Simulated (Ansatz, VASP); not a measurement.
# One calculation of PbSe, two programs

```xyz
2
Lattice="0.0000 3.0723 3.0723 3.0723 0.0000 3.0723 3.0723 3.0723 0.0000" Properties=species:S:1:pos:R:3 pbc="T T T"
Pb    0.0000    0.0000    0.0000
Se    3.0723    3.0723    3.0723
```

Change from the starting cell: volume scaled by 1.01, crystal datasets.

Alike in both runs: task electric field gradients; functional PBEsol; k mesh 9 × 9 × 9; occupations fermi-dirac, width 0.01 eV; no spin polarisation.

```csv
,VASP,Ansatz
version,VASP 6.6.1,Ansatz 0.2.0
potentials or method,"VASP PAW PBE potentials, release 64 (Pb_d, Se), cutoff 400 eV","all-electron PAW with datasets made for the crystal, scalar-relativistic"
```

|  | VASP | Ansatz | Ansatz less VASP |
| --- | --- | --- | --- |
| pressure (GPa) | -1.1 | -1.1 | +0.02 |

VASP's potentials were made for PBE, not for PBEsol. Ansatz ran all-electron here, and VASP with PAW potentials.

Spin-orbit coupling is off throughout.
